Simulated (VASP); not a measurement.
# AlRu (Pm-3m) in VASP: further runs

Runs on AlRu. Level: PBEsol. Tasks: single point.

Program: VASP 6.6.1. These are calculated values, not measurements. Logs are shortened: lines on timing, memory, paths and dates and some standing lists are left out, and cuts for length are marked.

### Step 1. The cell of the first run

Symmetry: Pm-3m, No. 221, cubic system. Conventional cell: a = 2.918 Å, b = 2.918 Å, c = 2.918 Å, α = 90.00°, β = 90.00°, γ = 90.00°. Al (site symmetry m-3m) has 8 Ru at 2.53 Å and 6 Al at 2.92 Å within 3.3 Å. Ru (site symmetry m-3m) has 8 Al at 2.53 Å and 6 Ru at 2.92 Å within 3.3 Å.

### Step 2. Single point, PBEsol

File INCAR:

```
SYSTEM = AlRu
ALGO = Normal
EDIFF = 1E-6
ENCUT = 520
GGA = PS
ISIF = 2
ISMEAR = -1
LASPH = .TRUE.
LCHARG = .FALSE.
LREAL = .FALSE.
LWAVE = .FALSE.
NBANDS = 16
NELM = 60
PREC = Accurate
SIGMA = 0.08
```

File KPOINTS:

```
k-points
0
G
  16 16 16
  0 0 0
```

File POSCAR:

```
AlRu
1.0
    2.9177202619      0.0000000000      0.0000000000
    0.0000000000      2.9177202619      0.0000000000
    0.0000000000      0.0000000000      2.9177202619
Al Ru
1 1
Direct
    0.0000000000      0.0000000000      0.0000000000
    0.5000000000      0.5000000000      0.5000000000
```

Potentials or basis: VASP PAW PBE potentials, release 64 (Al, Ru_pv).

Started as:

```sh
$ cat potpaw_PBE.64/Al/POTCAR potpaw_PBE.64/Ru_pv/POTCAR > POTCAR
$ mpirun -np 1 vasp_std > vasp.out
```

OUTCAR:

```text
SYSTEM = AlRu
   EDIFF = 1E-6
   ENCUT = 520
   GGA = PS
   ISIF = 2
   ISMEAR = -1
   LASPH = .TRUE.
   LREAL = .FALSE.
   NELM = 60
   PREC = Accurate

 ion  position               nearest neighbor table
   1  0.000  0.000  0.000-   2 2.53   2 2.53   2 2.53   2 2.53   2 2.53   2 2.53   2 2.53   2 2.53

   2  0.500  0.500  0.500-   1 2.53   1 2.53   1 2.53   1 2.53   1 2.53   1 2.53   1 2.53   1 2.53

  LATTYP: Found a simple cubic cell.
 ALAT       =     2.9177202619

  Lattice vectors:

 A1 = (   2.9177202619,   0.0000000000,   0.0000000000)
 A2 = (   0.0000000000,   2.9177202619,   0.0000000000)
 A3 = (   0.0000000000,   0.0000000000,   2.9177202619)

Analysis of symmetry for initial positions (statically):
=====================================================================
 Subroutine PRICEL returns:
 Original cell was already a primitive cell.

 Routine SETGRP: Setting up the symmetry group for a
 simple cubic supercell.

 Subroutine GETGRP returns: Found 48 space group operations
 (whereof 48 operations were pure point group operations)
 out of a pool of 48 trial point group operations.

The static configuration has the point symmetry O_h .

Analysis of symmetry for dynamics (positions and initial velocities):
=====================================================================
 Subroutine PRICEL returns:
 Original cell was already a primitive cell.

 Routine SETGRP: Setting up the symmetry group for a
 simple cubic supercell.

 Subroutine GETGRP returns: Found 48 space group operations
 (whereof 48 operations were pure point group operations)
 out of a pool of 48 trial point group operations.

The dynamic configuration has the point symmetry O_h .

 Subroutine INISYM returns: Found 48 space group operations
 (whereof 48 operations are pure point group operations),
 and found     1 'primitive' translations

----------------------------------------------------------------------------------------

                                     Primitive cell

  volume of cell :      24.8388

  direct lattice vectors                    reciprocal lattice vectors
     2.917720262  0.000000000  0.000000000     0.342733336  0.000000000  0.000000000
     0.000000000  2.917720262  0.000000000     0.000000000  0.342733336  0.000000000
     0.000000000  0.000000000  2.917720262     0.000000000  0.000000000  0.342733336

  length of vectors
     2.917720262  2.917720262  2.917720262     0.342733336  0.342733336  0.342733336

  position of ions in fractional coordinates (direct lattice)
     0.000000000  0.000000000  0.000000000
     0.500000000  0.500000000  0.500000000

  ion indices of the primitive-cell ions
   primitive index   ion index
                 1           1
                 2           2

----------------------------------------------------------------------------------------

 KPOINTS: k-points

Automatic generation of k-mesh.
 Grid dimensions read from file:
 generate k-points for:   16   16   16

 Generating k-lattice:

  Cartesian coordinates                     Fractional coordinates (reciprocal lattice)
     0.021420834  0.000000000  0.000000000     0.062500000  0.000000000  0.000000000
     0.000000000  0.021420834  0.000000000     0.000000000  0.062500000  0.000000000
     0.000000000  0.000000000  0.021420834     0.000000000  0.000000000  0.062500000

  Length of vectors
     0.021420834  0.021420834  0.021420834

  Shift w.r.t. Gamma in fractional coordinates (k-lattice)
     0.000000000  0.000000000  0.000000000

 Subroutine IBZKPT returns following result:
 ===========================================

 Found    165 irreducible k-points:

 Following reciprocal coordinates:
            Coordinates               Weight
  0.000000  0.000000  0.000000      1.000000
  0.062500  0.000000  0.000000      6.000000
  0.125000  0.000000  0.000000      6.000000
  0.187500  0.000000  0.000000      6.000000
  0.250000  0.000000  0.000000      6.000000
  0.312500  0.000000  0.000000      6.000000
[... 16 lines left out ...]
  0.437500  0.125000  0.000000     24.000000
  0.500000  0.125000  0.000000     12.000000
 [... further k-points ...]
   k-points           NKPTS =    165   k-points in BZ     NKDIM =    165   number of bands    NBANDS=     16
   number of dos      NEDOS =    301   number of ions     NIONS =      2
   total plane-waves  NPLWV =  13824
   dimension x,y,z NGX =    24 NGY =   24 NGZ =   24
   dimension x,y,z NGXF=    48 NGYF=   48 NGZF=   48
   ions per type =               1   1
   NGX,Y,Z   is equivalent  to a cutoff of  13.67, 13.67, 13.67 a.u.
   NGXF,Y,Z  is equivalent  to a cutoff of  27.35, 27.35, 27.35 a.u.
 SYSTEM =  AlRu
   PREC   = accura    normal or accurate (medium, high low for compatibility)
   ISTART =      0    job   : 0-new  1-cont  2-samecut
   ICHARG =      2    charge: 1-file 2-atom 10-const
   ISPIN  =      1    spin polarized calculation?
   LNONCOLLINEAR =      F non collinear calculations
   LSORBIT =      F    spin-orbit coupling
   LASPH  =      T    aspherical Exc in radial PAW
   ENCUT  =  520.0 eV  38.22 Ry    6.18 a.u.   5.43  5.43  5.43*2*pi/ulx,y,z
   NELM   =     60;   NELMIN=  2; NELMDL= -5     # of ELM steps
   EDIFF  = 0.1E-05   stopping-criterion for ELM
   LREAL  =      F    real-space projection
   EDIFFG = 0.1E-04   stopping-criterion for IOM
   NSW    =      0    number of steps for IOM
   IBRION =     -1    ionic relax: 0-MD 1-quasi-New 2-CG
   NFREE  =      0    steps in history (QN), initial steepest desc. (CG)
   ISIF   =      2    stress and relaxation
   ISYM   =      2    0-nonsym 1-usesym 2-fastsym
   POTIM  = 0.5000    time-step for ionic-motion
   TEBEG  =    0.0;   TEEND  =   0.0 temperature during run
   PSTRESS=    0.0 pullay stress
   NELECT =      17.0000    total number of electrons
   NUPDOWN=      -1.0000    fix difference up-down
   EMIN   =  10.00;   EMAX   =-10.00  energy-range for DOS
   EFERMI =   0.00;   METHOD = LEGACY
   ISMEAR =    -1;   SIGMA  =   0.08  broadening in eV -4-tet -1-fermi 0-gaus
   EFERMI_NEDOS =   21; number of points for ismear=-14 and -15
   IALGO  =     38    algorithm
   IMIX   =      4    mixing-type and parameters
     AMIX     =   0.40;   BMIX     =  1.00
     AMIX_MAG =   1.60;   BMIX_MAG =  1.00
  volume/ion in A,a.u.               =      12.42        83.81
  Fermi-wavevector in a.u.,A,eV,Ry     =   1.442716  2.726338 28.319563  2.081429
  Thomas-Fermi vector in A             =   2.561205
   LORBIT       =      0    0 simple, 1 ext, 2 COOP (PROOUT), +10 PAW based schemes
   GGA     = PS    functional components
   LHFCALC =     F    Hartree Fock is set to
   AEXX    =    0.0000 exact exchange contribution
   IVDW    =     0    specifies the selected vdW correction
   LEPSILON=     F    determine dielectric tensor
   LRPA    =     F    only Hartree local field effects (RPA)
 non-spin polarized calculation
  energy-cutoff  :      520.00
  volume of cell :       24.84
 maximum number of plane-waves:       691
 NGX is ok and might be reduce to    24
   NGX = 11   NGY = 11   NGZ = 11

 number of electron      17.0000003 magnetization

 Free energy of the ion-electron system (eV)
  ---------------------------------------------------
  ext. energy  EPLUGINS =         0.00000000
  ---------------------------------------------------
  free energy    TOTEN  =       -15.46492157 eV

  energy without entropy =      -15.43363361  energy(sigma->0) =      -15.44927759

 E-fermi :  11.7152     XC(G=0): -13.0782

 val. band max:       11.7145405485   @ k =   0.3750   0.3750   0.3125
 cond. band min:      11.7158075824   @ k =   0.3750   0.1250   0.0625
 fundamental gap:      0.0012670339
 Fermi energy:        11.7151550922

 k-point     1 :       0.0000    0.0000    0.0000
  band No.  band energies     occupation
      1     -30.0394      2.00000
      2     -30.0394      2.00000
      3     -30.0394      2.00000
      4       1.5613      2.00000
      5       7.6695      2.00000
      6       7.6695      2.00000
[... 8 lines left out ...]
     15      23.6925      0.00000
     16      28.2444      0.00000

 k-point     2 :       0.0625    0.0000    0.0000
  band No.  band energies     occupation
      1     -30.0503      2.00000
      2     -30.0385      2.00000
      3     -30.0385      2.00000
      4       1.6419      2.00000
      5       7.6988      2.00000
      6       7.7032      2.00000
[... 8 lines left out ...]
     15      23.6930      0.00000
     16      28.4771      0.00000

 k-point     3 :       0.1250    0.0000    0.0000
  band No.  band energies     occupation
      1     -30.0810      2.00000
      2     -30.0359      2.00000
      3     -30.0359      2.00000
      4       1.8804      2.00000
      5       7.7838      2.00000
      6       7.7879      2.00000
[... 8 lines left out ...]
     15      24.1155      0.00000
     16      29.1983      0.00000

 k-point     4 :       0.1875    0.0000    0.0000
  band No.  band energies     occupation
      1     -30.1267      2.00000
      2     -30.0321      2.00000
      3     -30.0321      2.00000
      4       2.2669      2.00000
      5       7.8718      2.00000
      6       7.9159      2.00000
[... 8 lines left out ...]
     15      24.7238      0.00000
     16      30.0451      0.00000

 k-point     5 :       0.2500    0.0000    0.0000
  band No.  band energies     occupation
      1     -30.1804      2.00000
      2     -30.0275      2.00000
      3     -30.0275      2.00000
      4       2.7861      2.00000
      5       7.8665      2.00000
      6       8.0801      2.00000
[... 8 lines left out ...]
     15      25.1658      0.00000
     16      28.9526      0.00000

 k-point     6 :       0.3125    0.0000    0.0000
  band No.  band energies     occupation
      1     -30.2336      2.00000
      2     -30.0229      2.00000
      3     -30.0229      2.00000
      4       3.4179      2.00000
      5       7.6699      2.00000
      6       8.2547      2.00000
[... 8 lines left out ...]
     15      25.4486      0.00000
     16      27.8401      0.00000

 k-point     7 :       0.3750    0.0000    0.0000
  band No.  band energies     occupation
      1     -30.2784      2.00000
      2     -30.0190      2.00000
      3     -30.0190      2.00000
      4       4.1358      2.00000
      5       7.2318      2.00000
      6       8.4121      2.00000
[... 8 lines left out ...]
     15      25.5884      0.00000
     16      26.7800      0.00000

 k-point     8 :       0.4375    0.0000    0.0000
  band No.  band energies     occupation
      1     -30.3082      2.00000
      2     -30.0164      2.00000
      3     -30.0164      2.00000
      4       4.8963      2.00000
      5       6.6050      2.00000
      6       8.5228      2.00000
[... 8 lines left out ...]
     15      25.6156      0.00000
     16      25.8752      0.00000

 k-point     9 :       0.5000    0.0000    0.0000
  band No.  band energies     occupation
      1     -30.3186      2.00000
      2     -30.0155      2.00000
      3     -30.0155      2.00000
      4       5.4501      2.00000
      5       6.0877      2.00000
      6       8.5628      2.00000
[... 8 lines left out ...]
     15      25.4449      0.00000
     16      25.4449      0.00000
[... 172 lines left out ...]
 k-point    19 :       0.1875    0.1250    0.0000
  band No.  band energies     occupation
      1     -30.1228      2.00000
      2     -30.0729      2.00000
      3     -30.0285      2.00000
      4       2.5670      2.00000
      5       7.9662      2.00000
      6       8.0765      2.00000
[... 8 lines left out ...]
     15      25.3298      0.00000
     16      29.1175      0.00000

 k-point    20 :       0.2500    0.1250    0.0000
  band No.  band energies     occupation
      1     -30.1760      2.00000
      2     -30.0680      2.00000
      3     -30.0239      2.00000
      4       3.0700      2.00000
      5       7.9620      2.00000
      6       8.2333      2.00000
[... 8 lines left out ...]
     15      26.0578      0.00000
     16      27.9443      0.00000

 k-point    21 :       0.3125    0.1250    0.0000
  band No.  band energies     occupation
      1     -30.2288      2.00000
      2     -30.0630      2.00000
      3     -30.0193      2.00000
      4       3.6796      2.00000
      5       7.7352      2.00000
      6       8.4064      2.00000
[... 8 lines left out ...]
     15      26.5511      0.00000
     16      26.8262      0.00000

 k-point    22 :       0.3750    0.1250    0.0000
  band No.  band energies     occupation
      1     -30.2733      2.00000
      2     -30.0589      2.00000
      3     -30.0154      2.00000
      4       4.3714      2.00000
      5       7.2640      2.00000
      6       8.5736      2.00000
[... 8 lines left out ...]
     15      25.4820      0.00000
     16      26.5583      0.00000

 k-point    23 :       0.4375    0.1250    0.0000
  band No.  band energies     occupation
      1     -30.3029      2.00000
      2     -30.0561      2.00000
      3     -30.0128      2.00000
      4       5.1151      2.00000
      5       6.6234      2.00000
      6       8.7007      2.00000
[... 8 lines left out ...]
     15      24.4818      0.00000
     16      25.5953      0.00000

 k-point    24 :       0.5000    0.1250    0.0000
  band No.  band energies     occupation
      1     -30.3132      2.00000
      2     -30.0551      2.00000
      3     -30.0119      2.00000
      4       5.7962      2.00000
      5       5.9716      2.00000
      6       8.7497      2.00000
[... 8 lines left out ...]
     15      24.0232      0.00000
     16      25.0161      0.00000

 [... further k-points ...]
[... 5 lines left out ...]
  --------------------------------------------------------------------------------------
  -------------------------------------------------------------------------------------
  Total        2.3458640      2.3458640      2.3458640     -0.0000000      0.0000000     -0.0000000
  in kB      151.3151684    151.3151684    151.3151684     -0.0000000      0.0000000     -0.0000000
  external PRESSURE =     151.3151684 kB  Pullay stress =       0.0000000 kB

 VOLUME and BASIS-vectors are now :
 -----------------------------------------------------------------------------
  energy-cutoff  :      520.00
  volume of cell :       24.84
      direct lattice vectors                 reciprocal lattice vectors
     2.917720262  0.000000000  0.000000000     0.342733336  0.000000000  0.000000000
     0.000000000  2.917720262  0.000000000     0.000000000  0.342733336  0.000000000
     0.000000000  0.000000000  2.917720262     0.000000000  0.000000000  0.342733336

 POSITION                                       TOTAL-FORCE (eV/Angst)
 -----------------------------------------------------------------------------------
      0.00000      0.00000      0.00000         0.000000      0.000000      0.000000
      1.45886      1.45886      1.45886         0.000000      0.000000      0.000000
 -----------------------------------------------------------------------------------
    total drift:                                0.000000     -0.000000     -0.000000

  FREE ENERGIE OF THE ION-ELECTRON SYSTEM (eV)
  ---------------------------------------------------
  free  energy   TOTEN  =       -15.4649215749 eV

  energy  without entropy=      -15.4336336108  energy(sigma->0) =      -15.44927759
```

It took 20 s on 1 thread of Intel Xeon Platinum 8488C (Sapphire Rapids), shared host; peak memory 0.18 GiB.

What came out:

```
Free energy            : -15.4649 eV
Pressure               : 15.1 GPa
Band gap on the k mesh : zero (an odd number of electrons rules out a gap without spin polarisation)
```

Caveat: the cell stands under pressure; the PAW data sets were made with another functional, which shifts forces and pressure a little.

[end of part 1 of 2]
